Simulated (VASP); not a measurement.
Pt:

```
CELL_PARAMETERS angstrom
2.74395 0.00000 0.00000
-0.91465 2.58702 0.00000
-0.91465 -1.29351 2.24043
ATOMIC_POSITIONS crystal
Pt 0.00000 0.00000 0.00000
```

```yaml
Program: VASP 6.6.1
Task: relaxation of cell and atoms
Functional: PBEsol
Potentials_or_basis: VASP PAW PBE potentials, release 64 (Pt)
Cutoff: 600 eV
k_mesh: 13 × 13 × 13
Occupations: fermi-dirac, width 0.05 eV
Spin: no spin polarisation
```

At the start: pressure -11.3 GPa; volume 15.90 Å³/atom.

Task: How do energy, volume and symmetry change on relaxing?

Result: Over 7 steps the energy falls by 26.4 meV/atom and the volume is 15.19 Å³/atom (-4.5 %); space group Im-3m (No. 229, to 0.05 Å).

The path:
| step | energy change (eV) | largest force (eV/Å) | pressure (GPa) | volume (Å³) |
| --- | --- | --- | --- | --- |
| 1 | 0.0000 | 0.0000 | -11.27 | 15.90 |
| 2 | 0.1939 | 0.0000 | 46.42 | 13.47 |
| 3 | -0.0263 | 0.0000 | -0.58 | 15.22 |
| 4 | -0.0264 | 0.0000 | -0.12 | 15.20 |
| 5 | -0.0264 | 0.0000 | 0.13 | 15.18 |
| 6 | -0.0263 | 0.0000 | -0.30 | 15.21 |
| 7 | -0.0264 | 0.0000 | 0.01 | 15.19 |

Final structure:
```
CELL_PARAMETERS angstrom
2.70234 0.00000 0.00000
-0.90078 2.54779 0.00000
-0.90078 -1.27389 2.20645
ATOMIC_POSITIONS crystal
Pt 0.00000 0.00000 0.00000
```

Caveat: the PAW data sets were made with another functional, which shifts forces and pressure a little.
